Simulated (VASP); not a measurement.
TePt, 4 atoms in the cell. The structure is hexagonal, space group P6_3/mmc (No. 194). Conventional cell: a = 4.249 Å, b = 4.249 Å, c = 5.597 Å, α = 90.00°, β = 90.00°, γ = 120.00°. Te (site symmetry -6m2) has 6 Pt at 2.82 Å and 6 Te at 3.72 Å within 3.8 Å. Within 3.7 Å of Pt (site symmetry -3m) lie 2 Pt at 2.80 Å and 6 Te at 2.82 Å. 

```yaml
Program: VASP 6.6.1
Task: relaxation of cell and atoms
Functional: r2SCAN
Potentials_or_basis: VASP PAW PBE potentials, release 64 (Te, Pt)
Cutoff: 600 eV
k_mesh: 12 × 12 × 8
Occupations: gaussian, width 0.1 eV
Spin: no spin polarisation
Dipole_correction: no
Further_INCAR_settings: ALGO = Normal; EDIFF = 1e-07; IBRION = 2; EDIFFG = -0.005; NSW = 100; ISIF = 3
```

Potentials or basis: VASP PAW PBE potentials, release 64 (Te, Pt).

Command:

```bash
$ cat potpaw_PBE.64/Te/POTCAR potpaw_PBE.64/Pt/POTCAR > POTCAR
$ cp INCAR.step1 INCAR
$ mpirun -np 1 vasp_std > vasp.out
$ cp INCAR.step2 INCAR
$ mpirun -np 1 vasp_std > vasp.out
```

Hardware: 1 thread of Oxide Virtual Turin-like Processor, on a shared host.

Task: Estimate the wall time of this run.

Result: Run time: 83 min on 1 thread of Oxide Virtual Turin-like Processor, on a shared host, peak memory 0.37 GiB. Counts: k points 95, ion steps 5.
